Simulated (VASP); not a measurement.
# InSb (zincblende type) (F-43m) in VASP: further runs

Runs on InSb (zincblende type). Level: LDA. Tasks: single point.

Everything below comes from runs of VASP 6.6.1. Logs are shortened: lines on timing, memory, paths and dates and some standing lists are left out, and cuts for length are marked.

### 1 The cell of the first run

Symmetry: F-43m, No. 216, cubic system. Conventional cell: a = 5.558 Å, b = 5.558 Å, c = 5.558 Å, α = 90.00°, β = 90.00°, γ = 90.00°. Within 3.2 Å of In (site symmetry -43m) lie 4 Sb at 2.41 Å. Within 3.2 Å of Sb (site symmetry -43m) lie 4 In at 2.41 Å.

### 2 Single point, LDA (volume scaled by 0.64)

Input file INCAR:

```
PREC = Accurate
ENCUT = 520
EDIFF = 1E-6
ISMEAR = -1
SIGMA = 0.1
LREAL = False
LASPH = True
NELM = 60
ALGO = Normal
ISIF = 2
LWAVE = False
LCHARG = True
GGA = CA
LELF = True
LVHAR = True
NBANDS = 16
```

Input file KPOINTS:

```
Automatic mesh
0
Gamma
  11 11 11
```

Input file POSCAR:

```
InSb
1.0
    0.0000000000      2.7791721506      2.7791721506
    2.7791721506      0.0000000000      2.7791721506
    2.7791721506      2.7791721506      0.0000000000
In Sb
1 1
Direct
    0.0000000000      0.0000000000      0.0000000000
    0.2500000000      0.2500000000      0.2500000000
```

Potentials or basis: VASP PAW LDA potentials, release 64 (In_d, Sb).

Launch:

```
$ cat potpaw_LDA.64/In_d/POTCAR potpaw_LDA.64/Sb/POTCAR > POTCAR
$ mpirun -np 1 vasp_std > vasp.out
```

OUTCAR:

```text
PREC = Accurate
   ENCUT = 520
   EDIFF = 1E-6
   ISMEAR = -1
   LREAL = False
   LASPH = True
   NELM = 60
   ISIF = 2
   GGA = CA

 ion  position               nearest neighbor table
   1  0.000  0.000  0.000-   2 2.41   2 2.41   2 2.41   2 2.41
   2  0.250  0.250  0.250-   1 2.41   1 2.41   1 2.41   1 2.41

  LATTYP: Found a face centered cubic cell.
 ALAT       =     5.5583443012

  Lattice vectors:

 A1 = (   0.0000000000,   2.7791721506,   2.7791721506)
 A2 = (   2.7791721506,   0.0000000000,   2.7791721506)
 A3 = (   2.7791721506,   2.7791721506,   0.0000000000)

Analysis of symmetry for initial positions (statically):
=====================================================================
 Subroutine PRICEL returns:
 Original cell was already a primitive cell.

 Routine SETGRP: Setting up the symmetry group for a
 face centered cubic supercell.

 Subroutine GETGRP returns: Found 24 space group operations
 (whereof 24 operations were pure point group operations)
 out of a pool of 48 trial point group operations.

The static configuration has the point symmetry T_d .

Analysis of symmetry for dynamics (positions and initial velocities):
=====================================================================
 Subroutine PRICEL returns:
 Original cell was already a primitive cell.

 Routine SETGRP: Setting up the symmetry group for a
 face centered cubic supercell.

 Subroutine GETGRP returns: Found 24 space group operations
 (whereof 24 operations were pure point group operations)
 out of a pool of 48 trial point group operations.

The dynamic configuration has the point symmetry T_d .

 Subroutine INISYM returns: Found 24 space group operations
 (whereof 24 operations are pure point group operations),
 and found     1 'primitive' translations

----------------------------------------------------------------------------------------

                                     Primitive cell

  volume of cell :      42.9315

  direct lattice vectors                    reciprocal lattice vectors
     0.000000000  2.779172151  2.779172151    -0.179909690  0.179909690  0.179909690
     2.779172151  0.000000000  2.779172151     0.179909690 -0.179909690  0.179909690
     2.779172151  2.779172151  0.000000000     0.179909690  0.179909690 -0.179909690

  length of vectors
[... 74 lines left out ...]
   ISTART =      0    job   : 0-new  1-cont  2-samecut
   ICHARG =      2    charge: 1-file 2-atom 10-const
   ISPIN  =      1    spin polarized calculation?
   LNONCOLLINEAR =      F non collinear calculations
   LSORBIT =      F    spin-orbit coupling
   LASPH  =      T    aspherical Exc in radial PAW
   ENCUT  =  520.0 eV  38.22 Ry    6.18 a.u.   7.31  7.31  7.31*2*pi/ulx,y,z
   NELM   =     60;   NELMIN=  2; NELMDL= -5     # of ELM steps
   EDIFF  = 0.1E-05   stopping-criterion for ELM
   LREAL  =      F    real-space projection
   EDIFFG = 0.1E-04   stopping-criterion for IOM
   NSW    =      0    number of steps for IOM
   IBRION =     -1    ionic relax: 0-MD 1-quasi-New 2-CG
   NFREE  =      0    steps in history (QN), initial steepest desc. (CG)
   ISIF   =      2    stress and relaxation
   ISYM   =      2    0-nonsym 1-usesym 2-fastsym
   POTIM  = 0.5000    time-step for ionic-motion
   TEBEG  =    0.0;   TEEND  =   0.0 temperature during run
   PSTRESS=    0.0 pullay stress
   NELECT =      18.0000    total number of electrons
   NUPDOWN=      -1.0000    fix difference up-down
   EMIN   =  10.00;   EMAX   =-10.00  energy-range for DOS
   EFERMI =   0.00;   METHOD = LEGACY
   ISMEAR =    -1;   SIGMA  =   0.10  broadening in eV -4-tet -1-fermi 0-gaus
   EFERMI_NEDOS =   21; number of points for ismear=-14 and -15
   IALGO  =     38    algorithm
   IMIX   =      4    mixing-type and parameters
     AMIX     =   0.40;   BMIX     =  1.00
     AMIX_MAG =   1.60;   BMIX_MAG =  1.00
  volume/ion in A,a.u.               =      21.47       144.86
  Fermi-wavevector in a.u.,A,eV,Ry     =   1.225294  2.315469 20.427036  1.501345
  Thomas-Fermi vector in A             =   2.360337
   LORBIT       =      0    0 simple, 1 ext, 2 COOP (PROOUT), +10 PAW based schemes
   GGA     = CA    functional components
   LHFCALC =     F    Hartree Fock is set to
   AEXX    =    0.0000 exact exchange contribution
   IVDW    =     0    specifies the selected vdW correction
   LEPSILON=     F    determine dielectric tensor
   LRPA    =     F    only Hartree local field effects (RPA)
 non-spin polarized calculation
  energy-cutoff  :      520.00
  volume of cell :       42.93
 maximum number of plane-waves:      1179
 NGX is ok and might be reduce to    30
   NGX = 15   NGY = 15   NGZ = 15

 number of electron      18.0000007 magnetization

 Free energy of the ion-electron system (eV)
  ---------------------------------------------------
  ext. energy  EPLUGINS =         0.00000000
  ---------------------------------------------------
  free energy    TOTEN  =        -5.21576873 eV

  energy without entropy =       -5.21245007  energy(sigma->0) =       -5.21410940

 E-fermi :  11.4294     XC(G=0): -11.0726

 val. band max:       11.1985637315   @ k =  -0.0909   0.0909   0.0000
 cond. band min:      11.4625131886   @ k =   0.0000   0.0000   0.0000
 fundamental gap:      0.2639494571
 Fermi energy:        11.4293807926

 k-point     1 :       0.0000    0.0000    0.0000
  band No.  band energies     occupation
      1      -5.2204      2.00000
      2      -5.2204      2.00000
      3      -5.2204      2.00000
      4      -4.8976      2.00000
      5      -4.8976      2.00000
      6      -3.4430      2.00000
[... 433 lines left out ...]
      3      -5.1457      2.00000
      4      -4.9180      2.00000
      5      -4.9033      2.00000
      6      -2.0003      2.00000
[... 8 lines left out ...]
     15      20.2374      0.00000
     16      21.5277      0.00000

 [... further k-points ...]
[... 5 lines left out ...]
  --------------------------------------------------------------------------------------
  -------------------------------------------------------------------------------------
  Total       16.1309983     16.1309983     16.1309983      0.0000000      0.0000000     -0.0000000
  in kB      601.9986060    601.9986060    601.9986060      0.0000000      0.0000000     -0.0000000
  external PRESSURE =     601.9986060 kB  Pullay stress =       0.0000000 kB

 VOLUME and BASIS-vectors are now :
 -----------------------------------------------------------------------------
  energy-cutoff  :      520.00
  volume of cell :       42.93
      direct lattice vectors                 reciprocal lattice vectors
     0.000000000  2.779172151  2.779172151    -0.179909690  0.179909690  0.179909690
     2.779172151  0.000000000  2.779172151     0.179909690 -0.179909690  0.179909690
     2.779172151  2.779172151  0.000000000     0.179909690  0.179909690 -0.179909690

 POSITION                                       TOTAL-FORCE (eV/Angst)
 -----------------------------------------------------------------------------------
      0.00000      0.00000      0.00000        -0.000000     -0.000000     -0.000000
      1.38959      1.38959      1.38959         0.000000      0.000000      0.000000
 -----------------------------------------------------------------------------------
    total drift:                                0.000000      0.000000      0.000000

  FREE ENERGIE OF THE ION-ELECTRON SYSTEM (eV)
  ---------------------------------------------------
  free  energy   TOTEN  =        -5.2157687335 eV

  energy  without entropy=       -5.2124500747  energy(sigma->0) =       -5.21410940
```

OSZICAR:

```text
N       E                     dE             d eps       ncg     rms          rms(c)
DAV:   1     0.122733145646E+03    0.12273E+03   -0.82689E+03  1792   0.132E+03
DAV:   2     0.177860462530E+01   -0.12095E+03   -0.11682E+03  1944   0.309E+02
DAV:   3    -0.542771648873E+01   -0.72063E+01   -0.71809E+01  2360   0.764E+01
DAV:   4    -0.561438470583E+01   -0.18667E+00   -0.18663E+00  2216   0.130E+01
DAV:   5    -0.562389661184E+01   -0.95119E-02   -0.95118E-02  2752   0.257E+00    0.896E+00
DAV:   6    -0.531845459235E+01    0.30544E+00   -0.22509E-01  2336   0.102E+01    0.473E+00
DAV:   7    -0.521891796799E+01    0.99537E-01   -0.17030E-01  2488   0.495E+00    0.125E+00
DAV:   8    -0.521615734916E+01    0.27606E-02   -0.15363E-02  2224   0.155E+00    0.781E-01
DAV:   9    -0.521580729155E+01    0.35006E-03   -0.12482E-03  2200   0.222E-01    0.169E-01
DAV:  10    -0.521577640393E+01    0.30888E-04   -0.11288E-04  2208   0.129E-01    0.792E-02
DAV:  11    -0.521576950321E+01    0.69007E-05   -0.19404E-05  2392   0.640E-02    0.604E-02
DAV:  12    -0.521576873347E+01    0.76973E-06   -0.13693E-06  1824   0.145E-02
   1 F= -.52157687E+01 E0= -.52141094E+01  d E =-.331866E-02
```

Run time: 39 s. Hardware: 1 thread of Intel Xeon 6975P-C (Granite Rapids), shared host; peak memory 0.17 GiB.

What came out:

```yaml
Free_energy: -5.2158 eV
Pressure: 60.2 GPa
```

Levels at points of the mesh, in eV from the Fermi level:
```csv
k point,band 7,band 8,band 9,band 10,band 11,band 12
"(0.00, 0.00, 0.00)",0.03,0.03,0.03,2.33,2.53,2.53
```

Caveat: spin-orbit coupling is left out, which moves the levels of the heavy elements.

### 3 Single point, LDA (volume scaled by 0.72)

Input file INCAR:

```
SYSTEM = InSb
  PREC = Accurate
  ENCUT = 520
  EDIFF = 1E-7
  ISMEAR = -1
  SIGMA = 0.1
  LREAL = .False.
  LASPH = .True.
  NELM = 60
  ALGO = Normal
  ISIF = 2
  LWAVE = .False.
  LCHARG = .False.
  NBANDS = 16
```

Input file KPOINTS:

```
regular mesh
0
Gamma
  11 11 11
  0 0 0
```

Input file POSCAR:

```
InSb
1.0
    0.0000000000      2.8904555160      2.8904555160
    2.8904555160      0.0000000000      2.8904555160
    2.8904555160      2.8904555160      0.0000000000
In Sb
1 1
Direct
    0.0000000000      0.0000000000      0.0000000000
    0.2500000000      0.2500000000      0.2500000000
```

Potentials or basis: VASP PAW LDA potentials, release 64 (In_d, Sb).

Launch:

```
$ cat potpaw_LDA.64/In_d/POTCAR potpaw_LDA.64/Sb/POTCAR > POTCAR
$ mpirun -np 1 vasp_std > vasp.out
```

Run time: 39 s. Hardware: 1 thread of Intel Xeon 6975P-C (Granite Rapids), shared host; peak memory 0.17 GiB.

Results (log left out):

| Item | Value |
| --- | --- |
| Free energy | -6.7539 eV |
| Pressure | 33.8 GPa |
| Band gap on the k mesh | 0.44 eV, indirect (least direct gap 1.68 eV) |

Levels at points of the mesh, in eV from the valence-band top:
```
           k point  band 6  band 7  band 8  band 9  band 10  band 11  band 12  band 13
(0.00, 0.00, 0.00)  -13.59    0.00    0.00    0.00     1.68     2.68     2.68     2.68
```

Caveat: spin-orbit coupling is left out, which moves the levels of the heavy elements.
